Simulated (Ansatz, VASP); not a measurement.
## Two plane-wave programs on KBr

INCAR

```
PREC = Accurate
ENCUT = 520
EDIFF = 1E-6
ISMEAR = 0
SIGMA = 0.05
LREAL = F
LASPH = T
NELM = 100
ALGO = Normal
ISIF = 2
LWAVE = F
LCHARG = F
GGA = PE
NBANDS = 15
```

Contents of KPOINTS:

```
regular mesh
0
Gamma
  6 6 6
```

File POSCAR:

```
KBr
1.0
    0.0000000000      3.5559000000      3.1608000000
    3.5559000000      0.0000000000      3.1608000000
    3.5559000000      3.5559000000      0.0000000000
K Br
1 1
Direct
    0.0000000000      0.0000000000      0.0000000000
    0.5000000000      0.5000000000      0.5000000000
```

Input for Ansatz:

```yaml
crystal:
  lattice:
    - [0.0, 3.5559, 3.1608]
    - [3.5559, 0.0, 3.1608]
    - [3.5559, 3.5559, 0.0]
  atoms:
    - { symbol: K, position: [0.0, 0.0, 0.0] }
    - { symbol: Br, position: [0.5, 0.5, 0.5] }
basis:
  ecutwfc: 420
kpoints:
  mp_grid: { grid: [6, 6, 6] }
hamiltonian:
  xc: pbe
scf:
  occupations: { method: gaussian, width: 0.05 }
output:
  forces: true
  stress: true
  eigenvalues: true
```

Change from the starting cell: strain +0.080 along x and y, -0.040 along z, atoms carried along.

Alike in both runs: task single point; functional PBE; k mesh 6 × 6 × 6; occupations gaussian, width 0.05 eV; no spin polarisation.

|  | VASP | Ansatz |
| --- | --- | --- |
| version | VASP 6.6.1 | Ansatz 0.2.0 |
| potentials or method | VASP PAW PBE potentials, release 64 (K_sv, Br), cutoff 520 eV | scalar-relativistic, plane waves, PAW |
| valence electrons in the cell | 16 | 16 |

VASP gave:

| Property | Result |
| --- | --- |
| gap on the k mesh at the Fermi level (eV) | 4.14 |
| least direct gap on the mesh (eV) | 4.14 |
| pressure (GPa) | -0.2 |
| traceless stress, the component that is largest in VASP (GPa) | 1.97 |

Q: Which values does Ansatz return?

A: gap on the k mesh at the Fermi level (eV): 4.14; least direct gap on the mesh (eV): 4.14; pressure (GPa): -0.2; traceless stress, the component that is largest in VASP (GPa): 1.94.
